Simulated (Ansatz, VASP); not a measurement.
One calculation of BaCd3Se4, two programs

```
CELL_PARAMETERS angstrom
5.88922 0.00000 0.00000
0.00000 5.88922 0.00000
0.00000 0.00000 5.88922
ATOMIC_POSITIONS crystal
Ba 0.50000 0.50000 0.50000
Cd 0.50000 0.00000 0.00000
Cd 0.00000 0.50000 0.00000
Cd 0.00000 0.00000 0.50000
Se 0.00000 0.50000 0.50000
Se 0.50000 0.00000 0.50000
Se 0.50000 0.50000 0.00000
Se 0.00000 0.00000 0.00000
```

Change from the starting cell: species swapped into the BaSr3O4 type (Pm-3m, No. 221).

Alike in both runs: task relaxation of cell and atoms; functional PBE; k mesh 2 × 2 × 2; occupations gaussian, width 0.15 eV; no spin polarisation.

|  | VASP | Ansatz |
| --- | --- | --- |
| version | VASP 6.6.1 | Ansatz 0.2.0 |
| potentials or method | VASP PAW PBE potentials, release 64 (Ba_sv, Cd, Se), cutoff 600 eV | scalar-relativistic, plane waves, PAW |
| valence electrons in the cell | 70 | 134 |

|  | VASP | Ansatz | Ansatz less VASP |
| --- | --- | --- | --- |
| gap on the k mesh at the Fermi level, each at its own relaxed structure (eV) | none | none | - |
| relaxed volume (Å³/atom) | 28.51 | 28.43 | -0.084 |
| relaxed cell length with the largest relative difference (Å) | 6.110 | 6.104 | -0.0060 |

A gap of «none» marks a metal or a gap that the smearing closes. VASP's potentials hold 70 valence electrons a cell and Ansatz's 134, so a difference there can come from the potentials and not from the codes.

The k mesh is coarse, so the values compare programs but aren't converged. Spin-orbit coupling is off throughout.
